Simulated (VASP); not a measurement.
A run of VASP 6.6.1:

INCAR

```
SYSTEM = In3Sb
PREC = Accurate
ENCUT = 520
EDIFF = 1E-6
ISMEAR = 0
SIGMA = 0.15
LREAL = .False.
LASPH = .True.
NELM = 100
ALGO = Fast
ISIF = 2
LWAVE = .False.
LCHARG = .True.
GGA = PS
IVDW = 12
LELF = .True.
LVHAR = .True.
NBANDS = 30
```

The input KPOINTS:

```
Automatic mesh
0
Gamma
  10 10 10
  0 0 0
```

The input POSCAR:

```
In3Sb
1.0
    4.6402381084      0.0000000000      0.0000000000
    0.0000000000      4.2922202503      0.0000000000
    0.0000000000      0.0000000000      4.6402381084
In Sb
3 1
Direct
    0.5000000000      0.5000000000      0.0000000000
    0.5000000000      0.0000000000      0.5000000000
    0.0000000000      0.5000000000      0.5000000000
    0.0000000000      0.0000000000      0.0000000000
```

Potentials or basis: VASP PAW PBE potentials, release 64 (In_d, Sb).

The run is started by

```sh
$ cat potpaw_PBE.64/In_d/POTCAR potpaw_PBE.64/Sb/POTCAR > POTCAR
$ mpirun -np 1 vasp_std > vasp.out
```

Hardware: 1 thread of Intel(R) Xeon(R) 6975P-C (Granite Rapids), with other jobs on the host.

Task: Estimate the wall time of this run.

Result: Run time: 2.9 min on 1 thread of Intel(R) Xeon(R) 6975P-C (Granite Rapids), on a shared host, peak memory 0.41 GiB. Counts: scf iterations 21, k points 126.
